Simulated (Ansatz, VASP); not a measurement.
One calculation of Rb, two programs

INCAR

```
SYSTEM = Rb
PREC     = Accurate       ! precision mode
ENCUT    = 520            ! plane-wave cutoff, eV
EDIFF    = 1E-7           ! SCF threshold, eV
ISMEAR   = 0              ! smearing method
SIGMA    = 0.15           ! smearing width, eV
LREAL    = .False.        ! projectors in reciprocal space
LASPH    = .True.         ! aspherical terms in the spheres
NELM     = 60             ! most SCF steps
ALGO     = Fast           ! electronic algorithm
ISIF     = 2              ! what is computed and relaxed
LWAVE    = .False.        ! write WAVECAR
LCHARG   = .False.        ! write CHGCAR
GGA      = CA             ! functional
NBANDS   = 10             ! bands
```

Contents of KPOINTS:

```
Automatic mesh
0
Gamma
  12 12 12
  0 0 0
```

The input POSCAR:

```
Rb
1.0
   -2.9297756525      2.9297756525      2.6940465770
    2.9297756525     -2.9297756525      2.6940465770
    2.7411923921      2.7411923921     -2.6940465770
Rb
1
Direct
    0.0000000000      0.0000000000      0.0000000000
```

Input for Ansatz:

```yaml
crystal:
  lattice:
    - [-2.9297756525, 2.9297756525, 2.694046577]
    - [2.9297756525, -2.9297756525, 2.694046577]
    - [2.7411923921, 2.7411923921, -2.694046577]
  atoms:
    - { symbol: Rb, position: [0.0, 0.0, 0.0] }
basis:
  ecutwfc: 420
kpoints:
  mp_grid: { grid: [12, 12, 12] }
hamiltonian:
  xc: lda
scf:
  occupations: { method: gaussian, width: 0.15 }
output:
  forces: true
  stress: true
  eigenvalues: true
```

Change from the starting cell: engineering shear strain xy -0.0700, equal normal strain along x and y +0.0525.

Alike in both runs: task single point; functional LDA; k mesh 12 × 12 × 12; occupations gaussian, width 0.15 eV; no spin polarisation.

|  | VASP | Ansatz |
| --- | --- | --- |
| version | VASP 6.6.1 | Ansatz 0.2.0 |
| potentials or method | VASP PAW LDA potentials, release 64 (Rb_sv), cutoff 520 eV | scalar-relativistic, plane waves, PAW |
| valence electrons in the cell | 9 | 9 |

|  | VASP | Ansatz | Ansatz less VASP |
| --- | --- | --- | --- |
| gap on the k mesh at the Fermi level (eV) | none | none | - |
| pressure (GPa) | -0.3 | -0.3 | 0.00 |
| traceless stress, the component that is largest in VASP (GPa) | 0.12 | 0.12 | 0.000 |

LDA's correlation is that of Perdew and Zunger in VASP and of Perdew and Wang (1992) in Ansatz. A gap of «none» marks a metal or a gap that the smearing closes.
